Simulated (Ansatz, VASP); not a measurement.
## MgO in VASP and in Ansatz

INCAR

```
PREC = Accurate
ENCUT = 520
EDIFF = 1E-6
ISMEAR = 0
SIGMA = 0.05
LREAL = F
LASPH = T
NELM = 60
ALGO = Normal
ISIF = 2
LWAVE = F
LCHARG = T
GGA = PE
LELF = T
LVHAR = T
NBANDS = 16
```

File KPOINTS:

```
Automatic mesh
0
Gamma
  9 9 6
```

Contents of POSCAR:

```
MgO
1.0
    3.3926000000      0.0000000000      0.0000000000
   -1.6963000000      2.9380777849      0.0000000000
    0.0000000000      0.0000000000      5.2581000000
Mg O
2 2
Direct
    0.3333333333      0.6666666667      0.0063188013
    0.6666666667      0.3333333333      0.5063188013
    0.3333333333      0.6666666667      0.3982811987
    0.6666666667      0.3333333333      0.8982811987
```

Input for Ansatz:

```yaml
crystal:
  lattice:
    - [3.3926, 0.0, 0.0]
    - [-1.6963, 2.9380777849, 0.0]
    - [0.0, 0.0, 5.2581]
  atoms:
    - { symbol: Mg, position: [0.3333333333, 0.6666666667, 0.0063188013] }
    - { symbol: Mg, position: [0.6666666667, 0.3333333333, 0.5063188013] }
    - { symbol: O, position: [0.3333333333, 0.6666666667, 0.3982811987] }
    - { symbol: O, position: [0.6666666667, 0.3333333333, 0.8982811987] }
basis:
  ecutwfc: 520.0
kpoints:
  mp_grid: { grid: [9, 9, 6] }
hamiltonian:
  xc: pbe
  pseudopotentials: { kind: paw, azcp: { folder: soft_1 } }
scf:
  occupations: { method: gaussian, width: 0.05 }
output:
  forces: true
  stress: true
  eigenvalues: true
```

Alike in both runs: task single point; functional PBE; k mesh 9 × 9 × 6; occupations gaussian, width 0.05 eV; no spin polarisation.

```csv
,VASP,Ansatz
version,VASP 6.6.1,Ansatz 0.2.0
potentials or method,"VASP PAW PBE potentials, release 64 (Mg, O), cutoff 520 eV","scalar-relativistic, plane waves, PAW"
valence electrons in the cell,16,32
```

```tsv
	VASP	Ansatz	Ansatz less VASP
gap on the k mesh at the Fermi level (eV)	3.02	3.04	+0.021
least direct gap on the mesh (eV)	3.02	3.04	+0.021
pressure (GPa)	-7.6	-7.2	+0.45
traceless stress, the component that is largest in VASP (GPa)	0.25	0.22	-0.030
rms of the force components (eV/Å)	0.037	0.036	-0.0014
```

Atom by atom the forces differ by 0.001 eV/Å (rms over components). VASP's potentials hold 16 valence electrons a cell and Ansatz's 32, so a difference there can come from the potentials and not from the codes.
